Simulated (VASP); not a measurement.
Ge: relaxation of cell and atoms with PBE

Ge:

```
CELL_PARAMETERS angstrom
2.92626 0.00000 0.00000
-1.46313 2.53422 0.00000
0.00000 0.00000 2.75069
ATOMIC_POSITIONS crystal
Ge 0.00000 0.00000 0.00000
```

This isn't the form of Ge at room conditions, which is diamond.

* Program: VASP 6.6.1
* Task: relaxation of cell and atoms
* Functional: PBE
* Potentials or basis: VASP PAW PBE potentials, release 64 (Ge_d)
* Cutoff: 600 eV
* k mesh: 15 × 15 × 14
* Occupations: fermi-dirac, width 0.05 eV
* Spin: no spin polarisation
* Target pressure: -0.68 GPa
* Dipole correction: no
* Further INCAR settings: ALGO = Normal; EDIFF = 1e-07; IBRION = 2; EDIFFG = -0.005; NSW = 60; ISIF = 3

```
Relaxed volume                                             : 19.55 Å³/atom
Relaxed cell                                               : a = 2.891 Å, b = 2.891 Å, c = 2.700 Å, α = 90.00°, β = 90.00°, γ = 120.00°
Space group after relaxing (to 0.1 Å)                      : P6/mmm (No. 191)
Energy change on relaxing (the run minimises the enthalpy) : -10.4 meV/atom
Ionic steps                                                : 5
Pressure after relaxing                                    : -0.7 GPa
Band gap on the k mesh                                     : zero (bands 7 and 8 overlap by 10.02 eV)
```

Step by step:
| step | energy change (eV) | largest force (eV/Å) | pressure (GPa) | volume (Å³) |
| --- | --- | --- | --- | --- |
| 1 | 0.0000 | 0.0000 | -3.25 | 20.40 |
| 2 | -0.0108 | 0.0000 | -0.46 | 19.45 |
| 3 | -0.0105 | 0.0000 | -0.62 | 19.53 |
| 4 | -0.0104 | 0.0000 | -0.69 | 19.54 |
| 5 | -0.0104 | 0.0000 | -0.67 | 19.55 |

Final structure:
```
CELL_PARAMETERS angstrom
2.89135 0.00000 0.00000
-1.44567 2.50398 0.00000
0.00000 0.00000 2.70022
ATOMIC_POSITIONS crystal
Ge 0.00000 0.00000 0.00000
```

Levels at points of the mesh, in eV from the Fermi level:
| k point | band 4 | band 5 | band 6 | band 7 | band 8 | band 9 | band 10 | band 11 |
| --- | --- | --- | --- | --- | --- | --- | --- | --- |
| (0.00, 0.00, 0.00) | -24.54 | -24.54 | -12.90 | 6.60 | 7.99 | 7.99 | 10.14 | 13.94 |
| (0.00, 0.00, 0.50) | -24.61 | -24.57 | -9.14 | -5.71 | 10.80 | 10.80 | 16.37 | 17.27 |

It took 71 s on 1 thread of AMD EPYC 9R45 96-Core Processor (Zen 5), with other jobs on the host, peak memory 0.15 GiB.

Caveat: the cell is relaxed towards a set pressure, so the run minimises the enthalpy, not the energy.
